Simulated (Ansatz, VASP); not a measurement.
One calculation of C, two programs

```
C
1.0
     1.76587    1.76587    0.00000
    -1.76587    1.76587    0.00000
     0.00000    0.00000    3.53175
C
4
Direct
  0.25000 0.50000 0.37500
  0.75000 0.00000 0.87500
  0.25000 0.00000 0.12500
  0.75000 0.50000 0.62500
```

Alike in both runs: task single point; functional LDA; k mesh 10 × 10 × 7; occupations fermi-dirac, width 0.02 eV; no spin polarisation.

```csv
,VASP,Ansatz
version,VASP 6.6.1,Ansatz 0.2.0
potentials or method,"VASP PAW LDA potentials, release 64 (C)","PAW with Ansatz's default frozen-core files, scalar-relativistic"
plane-wave cutoff (eV),520,420
valence electrons in the cell,16,16
```

|  | VASP | Ansatz | Ansatz less VASP |
| --- | --- | --- | --- |
| gap on the k mesh at the Fermi level (eV) | 4.17 | 4.17 | +0.001 |
| pressure (GPa) | 1.6 | 0.0 | -1.62 |

LDA's correlation is that of Perdew and Zunger in VASP and of Perdew and Wang (1992) in Ansatz.
